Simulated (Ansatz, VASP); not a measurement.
## GaP: VASP beside Ansatz

Contents of INCAR:

```
PREC = Accurate ; ENCUT = 520
EDIFF = 1E-6 ; ISMEAR = 0
SIGMA = 0.05 ; LREAL = False
LASPH = True ; NELM = 100
ALGO = Normal ; ISIF = 2
LWAVE = False ; LCHARG = False
NBANDS = 16
```

The input KPOINTS:

```
Automatic mesh
0
Gamma
  10 10 10
```

The input POSCAR:

```
GaP
1.0
    0.0000000000      2.9605664555      2.3092418353
    2.9605664555      0.0000000000      2.3092418353
    2.9605664555      2.9605664555      0.0000000000
Ga P
1 1
Direct
    0.0000000000      0.0000000000      0.0000000000
    0.7500000000      0.7500000000      0.7500000000
```

Input for Ansatz:

```yaml
crystal:
  lattice:
    - [0.0, 2.9605664555, 2.3092418353]
    - [2.9605664555, 0.0, 2.3092418353]
    - [2.9605664555, 2.9605664555, 0.0]
  atoms:
    - { symbol: Ga, position: [0.0, 0.0, 0.0] }
    - { symbol: P, position: [0.75, 0.75, 0.75] }
basis:
  ecutwfc: 420
kpoints:
  mp_grid: { grid: [10, 10, 10] }
hamiltonian:
  xc: lda
scf:
  occupations: { method: gaussian, width: 0.05 }
output:
  forces: true
  stress: true
  eigenvalues: true
```

Alike in both runs: task single point; functional LDA; k mesh 10 × 10 × 10; occupations gaussian, width 0.05 eV; no spin polarisation.

|  | VASP | Ansatz |
| --- | --- | --- |
| version | VASP 6.6.1 | Ansatz 0.2.0 |
| potentials or method | VASP PAW LDA potentials, release 64 (Ga_d, P), cutoff 520 eV | scalar-relativistic, plane waves, PAW |
| valence electrons in the cell | 18 | 18 |

VASP gave:

| Item | Value |
| --- | --- |
| gap on the k mesh at the Fermi level (eV) | none |
| pressure (GPa) | -4.1 |
| traceless stress, the component that is largest in VASP (GPa) | 7.78 |

Task: What did Ansatz give for the same quantities?

Result: gap on the k mesh at the Fermi level (eV): none; pressure (GPa): -4.2; traceless stress, the component that is largest in VASP (GPa): 7.80.

LDA's correlation is that of Perdew and Zunger in VASP and of Perdew and Wang (1992) in Ansatz. A gap of «none» marks a metal or a gap that the smearing closes.
